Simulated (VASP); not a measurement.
A run of VASP 6.6.1 is set up as follows.

Contents of INCAR:

```
  PREC = Accurate
  ENCUT = 520
  EDIFF = 1E-7
  ISMEAR = 1
  SIGMA = 0.1
  LREAL = F
  LASPH = T
  NELM = 100
  ALGO = Normal
  ISIF = 2
  LWAVE = F
  LCHARG = T
  GGA = PS
  LELF = T
  LVHAR = T
  NBANDS = 12
```

The input KPOINTS:

```
regular mesh
0
Gamma
  16 16 16
```

POSCAR

```
Nb
1.0
   -1.6214645948      1.6214645948      1.6214645948
    1.6214645948     -1.6214645948      1.6214645948
    1.6214645948      1.6214645948     -1.6214645948
Nb
1
Direct
    0.0000000000      0.0000000000      0.0000000000
```

Potentials or basis: VASP PAW PBE potentials, release 64 (Nb_sv).

Command:

```console
$ cat potpaw_PBE.64/Nb_sv/POTCAR > POTCAR
$ mpirun -np 1 vasp_std > vasp.out
```

(1) Predict the band gap on the k mesh.

(2) Estimate the pressure.

## Answers

(1) zero (an odd number of electrons rules out a gap without spin polarisation).

(2) 4.5 GPa.

Caveat: the cell stands under pressure; the PAW data sets were made with another functional, which shifts forces and pressure a little.
